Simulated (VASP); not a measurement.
# LiH5 in VASP: further runs

Runs on LiH5. Level: PBE. Tasks: single point.

Program: VASP 6.6.1. These are calculated values, not measurements. Logs are shortened: lines on timing, memory, paths and dates and some standing lists are left out, and cuts for length are marked.

### Step 1. The cell of the first run

Symmetry: P6mm, No. 183, hexagonal system. Conventional cell: a = 4.122 Å, b = 4.122 Å, c = 3.790 Å, α = 90.00°, β = 90.00°, γ = 120.00°. Within 2.7 Å of Li (site symmetry 6mm) lie 12 H at 2.06 to 2.38 Å. Within 1.6 Å of H (site symmetry 3m) lie 3 H at 1.19 Å. Within 1.6 Å of H (site symmetry 2mm) lie 2 H at 1.19 Å.

### Step 2. Single point, PBE

Contents of INCAR:

```
PREC = Accurate
ENCUT = 520
EDIFF = 1E-7
ISMEAR = 0
SIGMA = 0.1
LREAL = F
LASPH = T
NELM = 100
ALGO = Normal
ISIF = 2
LWAVE = F
LCHARG = T
GGA = PE
LELF = T
LVHAR = T
NBANDS = 13
```

Contents of KPOINTS:

```
Automatic mesh
0
Gamma
  6 6 6
```

Contents of POSCAR:

```
LiH5
1.0
    4.1215669455      0.0000000000      0.0000000000
   -2.0607834727      3.5693816782      0.0000000000
    0.0000000000      0.0000000000      3.7902256209
Li H
1 5
Direct
    0.0000000000      0.0000000000      0.2511279210
    0.3333333333      0.6666666667      0.2485715912
    0.6666666667      0.3333333333      0.2485715912
    0.5000000000      0.0000000000      0.2505762922
    0.5000000000      0.5000000000      0.2505762922
    0.0000000000      0.5000000000      0.2505762922
```

Potentials or basis: VASP PAW PBE potentials, release 64 (Li_sv, H).

On the command line:

```sh
$ cat potpaw_PBE.64/Li_sv/POTCAR potpaw_PBE.64/H/POTCAR > POTCAR
$ mpirun -np 1 vasp_std > vasp.out
```

OUTCAR:

```text
PREC = Accurate
   ENCUT = 520
   EDIFF = 1E-7
   ISMEAR = 0
   LREAL = F
   LASPH = T
   NELM = 100
   ISIF = 2
   GGA = PE

 ion  position               nearest neighbor table
   1  0.000  0.000  0.251-
   2  0.333  0.667  0.249-
   3  0.667  0.333  0.249-
   4  0.500  0.000  0.251-
   5  0.500  0.500  0.251-
   6  0.000  0.500  0.251-

  LATTYP: Found a hexagonal cell.
 ALAT       =     4.1215669455
 C/A-ratio  =     0.9196079236

  Lattice vectors:

 A1 = (   4.1215669455,   0.0000000000,   0.0000000000)
 A2 = (  -2.0607834727,   3.5693816782,   0.0000000000)
 A3 = (   0.0000000000,   0.0000000000,   3.7902256209)

Analysis of symmetry for initial positions (statically):
=====================================================================
 Subroutine PRICEL returns:
 Original cell was already a primitive cell.

 Routine SETGRP: Setting up the symmetry group for a
 hexagonal supercell.

 Subroutine GETGRP returns: Found 12 space group operations
 (whereof 12 operations were pure point group operations)
 out of a pool of 24 trial point group operations.

The static configuration has the point symmetry C_6v.

Analysis of symmetry for dynamics (positions and initial velocities):
=====================================================================
 Subroutine PRICEL returns:
 Original cell was already a primitive cell.

 Routine SETGRP: Setting up the symmetry group for a
 hexagonal supercell.

 Subroutine GETGRP returns: Found 12 space group operations
 (whereof 12 operations were pure point group operations)
 out of a pool of 24 trial point group operations.

The dynamic configuration has the point symmetry C_6v.

 Subroutine INISYM returns: Found 12 space group operations
 (whereof 12 operations are pure point group operations),
 and found     1 'primitive' translations

----------------------------------------------------------------------------------------

                                     Primitive cell

  volume of cell :      55.7597

  direct lattice vectors                    reciprocal lattice vectors
     4.121566945  0.000000000  0.000000000     0.242626169  0.140080284  0.000000000
    -2.060783473  3.569381678  0.000000000     0.000000000  0.280160568  0.000000000
     0.000000000  0.000000000  3.790225621     0.000000000  0.000000000  0.263836536

  length of vectors
[... 98 lines left out ...]
   POTIM  = 0.5000    time-step for ionic-motion
   TEBEG  =    0.0;   TEEND  =   0.0 temperature during run
   PSTRESS=    0.0 pullay stress
   NELECT =       8.0000    total number of electrons
   NUPDOWN=      -1.0000    fix difference up-down
   EMIN   =  10.00;   EMAX   =-10.00  energy-range for DOS
   EFERMI =   0.00;   METHOD = LEGACY
   ISMEAR =     0;   SIGMA  =   0.10  broadening in eV -4-tet -1-fermi 0-gaus
   EFERMI_NEDOS =   21; number of points for ismear=-14 and -15
   IALGO  =     38    algorithm
   IMIX   =      4    mixing-type and parameters
     AMIX     =   0.40;   BMIX     =  1.00
     AMIX_MAG =   1.60;   BMIX_MAG =  1.00
  volume/ion in A,a.u.               =       9.29        62.71
  Fermi-wavevector in a.u.,A,eV,Ry     =   0.857034  1.619559  9.993577  0.734507
  Thomas-Fermi vector in A             =   1.974026
   LORBIT       =      0    0 simple, 1 ext, 2 COOP (PROOUT), +10 PAW based schemes
   GGA     = PE    functional components
   LHFCALC =     F    Hartree Fock is set to
   AEXX    =    0.0000 exact exchange contribution
   IVDW    =     0    specifies the selected vdW correction
   LEPSILON=     F    determine dielectric tensor
   LRPA    =     F    only Hartree local field effects (RPA)
 non-spin polarized calculation
 Gauss-broadening in eV      SIGMA  =   0.10
  energy-cutoff  :      520.00
  volume of cell :       55.76
 maximum number of plane-waves:      1521
 NGX is ok and might be reduce to    32
   NGX = 15   NGY = 15   NGZ = 15

 number of electron       7.9999996 magnetization

 Free energy of the ion-electron system (eV)
  ---------------------------------------------------
  ext. energy  EPLUGINS =         0.00000000
  ---------------------------------------------------
  free energy    TOTEN  =       -16.24808974 eV

  energy without entropy =      -16.24595136  energy(sigma->0) =      -16.24702055

 E-fermi :  -0.6416     XC(G=0):  -6.3691

 val. band max:       -0.6935760747   @ k =   0.0000   0.0000   0.1667
 cond. band min:      -0.5935569905   @ k =   0.0000   0.0000   0.3333
 fundamental gap:      0.1000190841
 Fermi energy:        -0.6415801612

 k-point     1 :       0.0000    0.0000    0.0000
  band No.  band energies     occupation
      1     -47.4022      2.00000
      2     -10.5212      2.00000
      3      -1.8766      2.00000
      4      -0.7418      1.84379
      5      -0.7418      1.84379
      6       3.3579      0.00000
      7       4.7684      0.00000
      8       4.8787      0.00000
      9       4.8787      0.00000
     10      10.3880      0.00000
     11      14.0608      0.00000
     12      15.9402      0.00000
     13      15.9402      0.00000
[... 354 lines left out ...]
  band No.  band energies     occupation
      1     -47.4014      2.00000
      2      -9.4062      2.00000
      3      -5.7515      2.00000
      4      -1.2357      2.00000
      5       1.0752      0.00000
      6       2.9211      0.00000
      7       5.0188      0.00000
      8       7.1611      0.00000
      9       8.3196      0.00000
     10       8.6922      0.00000
     11       9.2759      0.00000
     12      10.6160      0.00000
     13      14.7770      0.00000

 [... further k-points ...]
[... 5 lines left out ...]
  --------------------------------------------------------------------------------------
  -------------------------------------------------------------------------------------
  Total       -0.0459458     -0.0459458      0.0538581     -0.0000000     -0.0000000     -0.0000000
  in kB       -1.3201896     -1.3201896      1.5475387     -0.0000000     -0.0000000     -0.0000000
  external PRESSURE =      -0.3642802 kB  Pullay stress =       0.0000000 kB

 VOLUME and BASIS-vectors are now :
 -----------------------------------------------------------------------------
  energy-cutoff  :      520.00
  volume of cell :       55.76
      direct lattice vectors                 reciprocal lattice vectors
     4.121566945  0.000000000  0.000000000     0.242626169  0.140080284  0.000000000
    -2.060783473  3.569381678  0.000000000     0.000000000  0.280160568  0.000000000
     0.000000000  0.000000000  3.790225621     0.000000000  0.000000000  0.263836536

 POSITION                                       TOTAL-FORCE (eV/Angst)
 -----------------------------------------------------------------------------------
      0.00000      0.00000      0.95183        -0.000000      0.000000     -0.004135
     -0.00000      2.37959      0.94214         0.000000     -0.000000      0.033344
      2.06078      1.18979      0.94214         0.000000     -0.000000      0.033344
      2.06078      0.00000      0.94974         0.000000     -0.000000     -0.020851
      1.03039      1.78469      0.94974         0.000000     -0.000000     -0.020851
     -1.03039      1.78469      0.94974         0.000000     -0.000000     -0.020851
 -----------------------------------------------------------------------------------
    total drift:                                0.000000      0.000000     -0.000187

  FREE ENERGIE OF THE ION-ELECTRON SYSTEM (eV)
  ---------------------------------------------------
  free  energy   TOTEN  =       -16.2480897401 eV

  energy  without entropy=      -16.2459513562  energy(sigma->0) =      -16.24702055
```

OSZICAR:

```text
N       E                     dE             d eps       ncg     rms          rms(c)
DAV:   1     0.961881741310E+01    0.96188E+01   -0.34398E+03   728   0.551E+02
DAV:   2    -0.141552691218E+02   -0.23774E+02   -0.22464E+02   931   0.109E+02
DAV:   3    -0.172592942396E+02   -0.31040E+01   -0.30827E+01  1349   0.243E+01
DAV:   4    -0.172861054947E+02   -0.26811E-01   -0.26809E-01   834   0.338E+00
DAV:   5    -0.172866410956E+02   -0.53560E-03   -0.53560E-03  1073   0.355E-01    0.449E+00
DAV:   6    -0.165622562256E+02    0.72438E+00   -0.26574E-01   876   0.188E+00    0.248E+00
DAV:   7    -0.162208489061E+02    0.34141E+00   -0.64204E-01   936   0.305E+00    0.573E-01
DAV:   8    -0.162498880446E+02   -0.29039E-01   -0.46511E-02   788   0.104E+00    0.282E-01
DAV:   9    -0.162478103632E+02    0.20777E-02   -0.42217E-03   878   0.303E-01    0.393E-02
DAV:  10    -0.162480805791E+02   -0.27022E-03   -0.50268E-04   818   0.123E-01    0.176E-02
DAV:  11    -0.162480847782E+02   -0.41991E-05   -0.14795E-05   941   0.198E-02    0.475E-03
DAV:  12    -0.162480894765E+02   -0.46983E-05   -0.66873E-06   818   0.130E-02    0.141E-03
DAV:  13    -0.162480897010E+02   -0.22445E-06   -0.24061E-07   949   0.308E-03    0.575E-04
DAV:  14    -0.162480897401E+02   -0.39117E-07   -0.58685E-08   823   0.138E-03
   1 F= -.16248090E+02 E0= -.16247021E+02  d E =-.213838E-02
```

Run time: 9.1 s. Hardware: 1 thread of Intel Xeon 6975P-C (Granite Rapids), shared host; peak memory 0.16 GiB.

Results:

```yaml
Free_energy: -16.2481 eV
Largest_force: 0.033 eV/Å
Band_gap_on_the_k_mesh: zero (band 4 reaches -0.54 eV, above the bottom of band 5 at -0.74 eV)
```

Forces in eV/Å, atoms in the order of the input:
```
Li   0.000  0.000 -0.004
H    0.000  0.000  0.033
H    0.000  0.000  0.033
H    0.000  0.000 -0.021
H    0.000  0.000 -0.021
H    0.000  0.000 -0.021
```

Caveat: the cutoff is under 1.25 times the usual one of these potentials, so pressure, stress and relaxed cells hold a basis-set (Pulay) error.

### Step 3. Single point, PBE

This run uses another cell than the first one, of 11.30 Å³/atom, 1.216 times its volume.

Contents of INCAR:

```
SYSTEM = LiH5
ALGO     = Normal         ! electronic algorithm
EDIFF    = 1E-6           ! SCF threshold, eV
ENCUT    = 520            ! plane-wave cutoff, eV
GGA      = PE             ! functional
ISIF     = 2              ! what is computed and relaxed
ISMEAR   = 0              ! smearing method
LASPH    = .True.         ! aspherical terms in the spheres
LCHARG   = .False.        ! write CHGCAR
LREAL    = .False.        ! projectors in reciprocal space
LWAVE    = .False.        ! write WAVECAR
NBANDS   = 13             ! bands
NELM     = 60             ! most SCF steps
PREC     = Accurate       ! precision mode
SIGMA    = 0.1            ! smearing width, eV
```

Contents of KPOINTS:

```
k-points
0
Gamma
  12 12 8
  0 0 0
```

Contents of POSCAR:

```
LiH5
1.0
    4.1290257494      0.0000000000      0.0000000000
   -2.0645128747      3.5758411919      0.0000000000
    0.0000000000      0.0000000000      4.5935584358
Li H
1 5
Direct
    0.0000000000      0.0000000000      0.0000000000
    0.3333333333      0.6666666667      0.0000000000
    0.6666666667      0.3333333333      0.0000000000
    0.5000000000      0.0000000000      0.0000000000
    0.5000000000      0.5000000000      0.0000000000
    0.0000000000      0.5000000000      0.0000000000
```

Potentials or basis: VASP PAW PBE potentials, release 64 (Li_sv, H).

On the command line:

```sh
$ cat potpaw_PBE.64/Li_sv/POTCAR potpaw_PBE.64/H/POTCAR > POTCAR
$ mpirun -np 1 vasp_std > vasp.out
```

Run time: 26 s. Hardware: 1 thread of Intel Xeon 6975P-C (Granite Rapids), shared host; peak memory 0.21 GiB.

The run converged. Its results:

```yaml
Free_energy: -16.2681 eV
Band_gap_on_the_k_mesh: zero (band 4 reaches -1.06 eV, above the bottom of band 5 at -1.11 eV)
```

Levels at points of the mesh, in eV from the Fermi level:
```csv
k point,band 1,band 2,band 3,band 4,band 5,band 6,band 7,band 8,band 9
"(0.00, 0.00, 0.00)",-46.77,-9.79,-1.22,-0.06,-0.06,3.08,3.45,5.71,5.71
"(0.50, 0.00, 0.00)",-46.77,-8.34,-6.34,-0.98,2.81,6.02,6.33,6.73,7.05
"(0.00, 0.00, 0.50)",-46.77,-9.72,-1.18,-0.01,-0.01,0.54,5.95,5.95,7.84
"(0.50, 0.00, 0.50)",-46.77,-8.29,-6.28,-0.90,3.26,3.55,3.69,9.12,9.25
```

Caveat: the cutoff is under 1.25 times the usual one of these potentials, so pressure, stress and relaxed cells hold a basis-set (Pulay) error.

### Step 4. Single point, PBE

This run uses another cell than the first one, of 11.30 Å³/atom, 1.216 times its volume.

Contents of INCAR:

```
  PREC = Accurate
  ENCUT = 520
  EDIFF = 1E-6
  ISMEAR = 0
  SIGMA = 0.1
  LREAL = False
  LASPH = True
  NELM = 100
  ALGO = Normal
  ISIF = 2
  LWAVE = False
  LCHARG = False
  GGA = PE
  NBANDS = 13
```

Contents of KPOINTS:

```
regular mesh
0
Gamma
  12 12 10
```

POSCAR is that of step 3.

On the command line:

```sh
$ cat potpaw_PBE.64/Li_sv/POTCAR potpaw_PBE.64/H/POTCAR > POTCAR
$ mpirun -np 1 vasp_std > vasp.out
```

It took 31 s on 1 thread of Intel Xeon 6975P-C (Granite Rapids), shared host; peak memory 0.22 GiB.

The run converged. Its results:

| Item | Value |
| --- | --- |
| Free energy | -16.2681 eV |
| Band gap on the k mesh | zero (band 4 reaches -1.06 eV, above the bottom of band 5 at -1.11 eV) |

Levels at points of the mesh, in eV from the Fermi level:
| k point | band 1 | band 2 | band 3 | band 4 | band 5 | band 6 | band 7 | band 8 | band 9 |
| --- | --- | --- | --- | --- | --- | --- | --- | --- | --- |
| (0.00, 0.00, 0.00) | -46.77 | -9.79 | -1.22 | -0.06 | -0.06 | 3.08 | 3.45 | 5.71 | 5.71 |
| (0.50, 0.00, 0.00) | -46.77 | -8.34 | -6.34 | -0.98 | 2.81 | 6.02 | 6.33 | 6.73 | 7.05 |
| (0.00, 0.00, 0.50) | -46.77 | -9.72 | -1.18 | -0.01 | -0.01 | 0.54 | 5.95 | 5.95 | 7.84 |
| (0.50, 0.00, 0.50) | -46.77 | -8.29 | -6.28 | -0.90 | 3.26 | 3.55 | 3.69 | 9.12 | 9.25 |

Caveat: the cutoff is under 1.25 times the usual one of these potentials, so pressure, stress and relaxed cells hold a basis-set (Pulay) error.

### Step 5. The runs side by side

```csv
cell,k mesh,gap on the mesh (eV)
"a = 4.122, b = 4.122, c = 3.790 Å, angles 90.0, 90.0, 120.0°, 6 atoms",6 × 6 × 6,none
"a = 4.129, b = 4.129, c = 4.594 Å, angles 90.0, 90.0, 120.0°, 6 atoms",12 × 12 × 8,none
"a = 4.129, b = 4.129, c = 4.594 Å, angles 90.0, 90.0, 120.0°, 6 atoms",12 × 12 × 10,none
```

Alike in all rows: task single point; level PBE; potentials or basis VASP PAW PBE potentials, release 64 (Li_sv, H); no spin polarisation; cutoff (eV) 520; smearing gaussian 0.1 eV.

Caveats: the cutoff is under 1.25 times the usual one of these potentials, so pressure, stress and relaxed cells hold a basis-set (Pulay) error.

Total energies depend on the potentials used, so only differences within one code and one set of settings carry meaning.
